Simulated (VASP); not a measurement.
Write the native input for VASP 6.6.1 that does the following.

```yaml
Task: single point
Functional: PBE
Potentials_or_basis: VASP PAW PBE potentials, release 64 (Zr_sv, Al, N)
Cutoff: 520 eV
k_mesh: 6 × 6 × 2
Occupations: gaussian, width 0.1 eV
Spin: collinear spin, ferromagnetic start
Starting_moments: "[1.0, 0.0, 0.0, 0.0, 0.0, 0.0, 0.0, 0.0, 0.0, 0.0, 0.0, 0.0] μB"
Dipole_correction: no
Further_INCAR_settings: ALGO = Normal; EDIFF = 1e-06; NBANDS = 44
```

The structure of ZrAl5N6 lies in POSCAR:

```
ZrAl5N6
1.0
    2.9370280604      0.0000000000      0.0000000000
   -1.4685140302      2.5435409119      0.0000000000
    0.0000000000      0.0000000000     14.6214243921
Zr Al N
1 5 6
Direct
    0.0000000000      0.0000000000      0.0000000000
    0.6666666667      0.3333333333      0.1790326144
    0.3333333333      0.6666666667      0.3397067713
    0.0000000000      0.0000000000      0.5000000000
    0.6666666667      0.3333333333      0.6602932287
    0.3333333333      0.6666666667      0.8209673856
    0.6666666667      0.3333333333      0.8976857928
    0.3333333333      0.6666666667      0.1023142072
    0.0000000000      0.0000000000      0.2597334487
    0.6666666667      0.3333333333      0.4198814535
    0.3333333333      0.6666666667      0.5801185465
    0.0000000000      0.0000000000      0.7402665513
```

One way to write it, as run:

INCAR

```
SYSTEM = ZrAl5N6
ALGO = Normal
EDIFF = 1E-6
ENCUT = 520
GGA = PE
ISIF = 2
ISMEAR = 0
ISPIN = 2
LASPH = .True.
LCHARG = .False.
LMAXMIX = 4
LORBIT = 11
LREAL = .False.
LWAVE = .False.
MAGMOM = 1 0 0 0 0 0 0 0 0 0 0 0
NBANDS = 44
NELM = 150
PREC = Accurate
SIGMA = 0.1
```

KPOINTS

```
k-points
0
Gamma
  6 6 2
  0 0 0
```

Potentials or basis: VASP PAW PBE potentials, release 64 (Zr_sv, Al, N).

Command:

```sh
$ cat potpaw_PBE.64/Zr_sv/POTCAR potpaw_PBE.64/Al/POTCAR potpaw_PBE.64/N/POTCAR > POTCAR
$ mpirun -np 1 vasp_std > vasp.out
```

It gave:

* Pressure: -0.1 GPa
* Largest force: 0.034 eV/Å
* Net moment: 0.10 μB per cell
* Site moments: Zr +0.06; Al +0.00; N +0.01, +0.00 μB
* Valence electrons inside the program's atomic spheres: Zr 10.05; Al 0.69; N 3.81, 3.82

Caveat: the k points lie up to 0.41 Å⁻¹ apart.

Run time: 6.5 min on 1 thread of AMD EPYC 7R13, with other jobs on the host, peak memory 0.31 GiB.
